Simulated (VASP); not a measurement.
Crystal: MnO.

```xyz
4
Lattice="0.0000 2.2696 2.2696 2.2696 0.0000 2.2696 4.4802 4.4802 0.0590" Properties=species:S:1:pos:R:3 pbc="T T T"
Mn    0.0000    0.0000    0.0000
Mn    2.2401    2.2401    0.0295
O     2.2548    2.2548    2.2844
O     4.4949    4.4949    2.3139
```

Base run:

- Program: VASP 6.6.1
- Functional: revPBE
- Potentials or basis: VASP PAW PBE potentials, release 64 (Mn_sv, O)
- Cutoff: 700 eV
- k mesh: 12 × 12 × 6
- Occupations: gaussian, width 0.05 eV
- Spin: collinear spin, antiferromagnetic start
- Starting moments: [5.0, -5.0, 0.0, 0.0] μB
- Hubbard terms: Mn d U = 3.9 eV

Its results: band gap on the k mesh 1.65 eV; pressure 0.8 GPa; net moment 0.00 μB per cell; site moments Mn +4.47, -4.47; O +0.00 μB.

The run is repeated on the same cell with these changes: functional from revPBE to PBE. What comes out?

Band gap on the k mesh 1.57 eV; pressure -2.8 GPa; net moment 0.00 μB per cell; site moments Mn +4.46, -4.46; O +0.00 μB.

PBE binds more tightly than revPBE, so the same cell stands under less pressure.

Caveats: the PAW data sets were made with another functional, which shifts forces and pressure a little (at least some runs).

A k mesh can miss the band edges.
